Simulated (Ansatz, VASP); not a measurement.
## One calculation of BeTe, two programs

```xyz
2
Lattice="0.0000 2.6923 2.6923 2.7339 0.0000 2.6923 2.7339 2.6923 0.0000" Properties=species:S:1:pos:R:3 pbc="T T T"
Be    0.0000    0.0000    0.0000
Te    4.1008    4.0385    4.0385
```

Alike in both runs: task single point; functional PBE; k mesh 8 × 8 × 8; occupations gaussian, width 0.02 eV; no spin polarisation.

|  | VASP | Ansatz |
| --- | --- | --- |
| version | VASP 6.6.1 | Ansatz 0.2.0 |
| potentials or method | VASP PAW PBE potentials, release 64 (Be, Te), cutoff 600 eV | scalar-relativistic, plane waves, PAW |
| valence electrons in the cell | 8 | 18 |

Ansatz gave:

| Item | Value |
| --- | --- |
| gap on the k mesh at the Fermi level (eV) | 1.60 |
| least direct gap on the mesh (eV) | 3.47 |
| pressure (GPa) | 10.1 |
| traceless stress, the component that is largest in VASP (GPa) | -0.69 |

What did VASP give for the same quantities?

gap on the k mesh at the Fermi level (eV): 1.58; least direct gap on the mesh (eV): 3.44; pressure (GPa): 10.3; traceless stress, the component that is largest in VASP (GPa): -0.69.

VASP's potentials hold 8 valence electrons a cell and Ansatz's 18, so a difference there can come from the potentials and not from the codes.

Spin-orbit coupling is off throughout.
